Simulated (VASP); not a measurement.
Fe:

```
Fe
1.0
     0.00000    1.78450    1.78450
     3.56900    0.00000    3.56900
     1.78450    1.78450    0.00000
Fe
2
Direct
  0.00000 0.00000 0.00000
  0.00000 0.50000 0.00000
```

This isn't the form of Fe at room conditions, which is bcc.

Base run:

* Program: VASP 6.6.1
* Functional: r2SCAN
* Potentials or basis: VASP PAW PBE potentials, release 64 (Fe)
* Cutoff: 520 eV
* k mesh: 12 × 6 × 12
* Occupations: fermi-dirac, width 0.1 eV
* Spin: collinear spin, ferromagnetic start
* Starting moments: [0.4, 0.4] μB

Its results: pressure -30.5 GPa; net moment 0.00 μB per cell.

Q: The run is repeated on the same cell with these changes: moments at the start from [0.4, 0.4] to [3.13, 3.13]. What comes out?

A: Pressure 12.5 GPa; net moment 5.47 μB per cell; site moments Fe +2.77 μB.

Caveats: the PAW data sets were made with another functional, which shifts forces and pressure a little; the cell stands under tension (at least some runs); the cell stands under pressure (at least some runs).
